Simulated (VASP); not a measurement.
Here is a VASP 6.6.1 calculation.

Contents of INCAR:

```
SYSTEM = InPd
  ALGO = Normal
  EDIFF = 1E-7
  ENCUT = 520
  GGA = PS
  ISIF = 2
  ISMEAR = 0
  LASPH = .TRUE.
  LCHARG = .FALSE.
  LREAL = .FALSE.
  LWAVE = .FALSE.
  NBANDS = 18
  NELM = 60
  PREC = Accurate
  SIGMA = 0.15
```

Contents of KPOINTS:

```
k-points
0
G
  14 14 14
  0 0 0
```

POSCAR

```
InPd
1.0
    3.2466286217      0.0000000000      0.0000000000
    0.0000000000      3.2466286217      0.0000000000
    0.0000000000      0.0000000000      3.2466286217
In Pd
1 1
Direct
    0.0000000000      0.0000000000      0.0000000000
    0.5000000000      0.5000000000      0.5000000000
```

Potentials or basis: VASP PAW PBE potentials, release 64 (In_d, Pd).

Run with:

```console
$ cat potpaw_PBE.64/In_d/POTCAR potpaw_PBE.64/Pd/POTCAR > POTCAR
$ mpirun -np 1 vasp_std > vasp.out
```

Estimate the pressure.

0.2 GPa.

Predict the band gap on the k mesh.

zero (an odd number of electrons rules out a gap without spin polarisation).

Caveat: the PAW data sets were made with another functional, which shifts forces and pressure a little; spin-orbit coupling is left out, which moves the levels of the heavy elements.
